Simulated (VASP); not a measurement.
Set up this calculation in VASP 6.6.1, as the native input.

```
Task                   : single point
Functional             : PBE
Dispersion             : D3(BJ)
Potentials or basis    : VASP PAW PBE potentials, release 64 (Si, C)
Cutoff                 : 520 eV
k mesh                 : 10 × 10 × 5
Occupations            : fermi-dirac, width 0.05 eV
Spin                   : no spin polarisation
Dipole correction      : no
Further INCAR settings : ALGO = Normal; EDIFF = 1e-06; NBANDS = 16
```

The structure of SiC (Moissanite) lies in POSCAR:

```
SiC
1.0
    3.0702184989      0.0000000000      0.0000000000
   -1.5351092494      2.6588872152      0.0000000000
    0.0000000000      0.0000000000      5.0383019808
Si C
2 2
Direct
    0.6666666667      0.3333333333      0.5046030816
    0.3333333333      0.6666666667      0.0046030816
    0.6666666667      0.3333333333      0.8803969184
    0.3333333333      0.6666666667      0.3803969184
```

These files were run (other wordings do the same):

INCAR

```
ALGO     = Normal         # electronic algorithm
EDIFF    = 1E-6           # SCF threshold, eV
ENCUT    = 520            # plane-wave cutoff, eV
GGA      = PE             # functional
ISIF     = 2              # what is computed and relaxed
ISMEAR   = -1             # smearing method
IVDW     = 12             # dispersion correction
LASPH    = True           # aspherical terms in the spheres
LCHARG   = False          # write CHGCAR
LREAL    = False          # projectors in reciprocal space
LWAVE    = False          # write WAVECAR
NBANDS   = 16             # bands
NELM     = 80             # most SCF steps
PREC     = Accurate       # precision mode
SIGMA    = 0.05           # smearing width, eV
```

KPOINTS

```
k-points
0
Gamma
  10 10 5
```

Potentials or basis: VASP PAW PBE potentials, release 64 (Si, C).

Run with:

```console
$ cat potpaw_PBE.64/Si/POTCAR potpaw_PBE.64/C/POTCAR > POTCAR
$ mpirun -np 1 vasp_std > vasp.out
```

It gave:

```yaml
Pressure: -0.1 GPa
Band_gap_on_the_k_mesh: 2.42 eV, indirect (least direct gap 3.98 eV)
Dispersion_energy_per_atom: -0.302 eV
```

Run time: 8.3 s on 1 thread of Intel(R) Xeon(R) 6975P-C (Granite Rapids), on a shared host, peak memory 0.17 GiB.
